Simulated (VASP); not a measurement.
A run of VASP 6.6.1 is set up as follows.

Contents of INCAR:

```
SYSTEM = C
  PREC = Accurate
  ENCUT = 520
  EDIFF = 1E-7
  ISMEAR = 0
  SIGMA = 0.05
  LREAL = Auto
  LASPH = .True.
  NELM = 100
  ALGO = Normal
  ISIF = 2
  LWAVE = .False.
  LCHARG = .False.
  GGA = PS
  NBANDS = 43
```

File KPOINTS:

```
Automatic mesh
0
Gamma
  6 6 6
  0 0 0
```

File POSCAR:

```
C
1.0
    0.0000000000      3.5537981836     -3.5537981836
   -3.5537981836      0.0000000000     -3.5537981836
   -3.5537981836      3.5537981836      0.0000000000
C
15
Direct
    0.2500000000      0.7500000000      0.2500000000
    0.7500000000      0.2500000000      0.2500000000
    0.2500000000      0.2500000000      0.2500000000
    0.7500000000      0.7500000000      0.7500000000
    0.2500000000      0.7500000000      0.7500000000
    0.7500000000      0.2500000000      0.7500000000
    0.2500000000      0.2500000000      0.7500000000
    0.8750000000      0.3750000000      0.3750000000
    0.3750000000      0.3750000000      0.3750000000
    0.8794784069      0.8794784069      0.3191681863
    0.3750000000      0.8750000000      0.3750000000
    0.8750000000      0.3750000000      0.8750000000
    0.3750000000      0.3750000000      0.8750000000
    0.8750000000      0.8750000000      0.8750000000
    0.3750000000      0.8750000000      0.8750000000
```

Potentials or basis: VASP PAW PBE potentials, release 64 (C).

Command:

```console
$ cat potpaw_PBE.64/C/POTCAR > POTCAR
$ mpirun -np 1 vasp_std > vasp.out
```

Q: What does it give for the pressure?

A: -7.2 GPa.

Q: Estimate the band gap on the k mesh.

A: Zero (bands 30 and 31 overlap by 2.05 eV).

Q: What does it give for the largest force?

A: 5.766 eV/Å.

Stress tensor (GPa, compression positive):
```
-10.54   5.82  -3.71
  5.82 -10.54   3.71
 -3.71   3.71  -0.53
```

Caveat: the cell differs from its parent crystal (atoms taken out, atom 10 moved 0.125 of the way to it and -0.175 Å across, host rigid); the PAW data sets were made with another functional, which shifts forces and pressure a little.
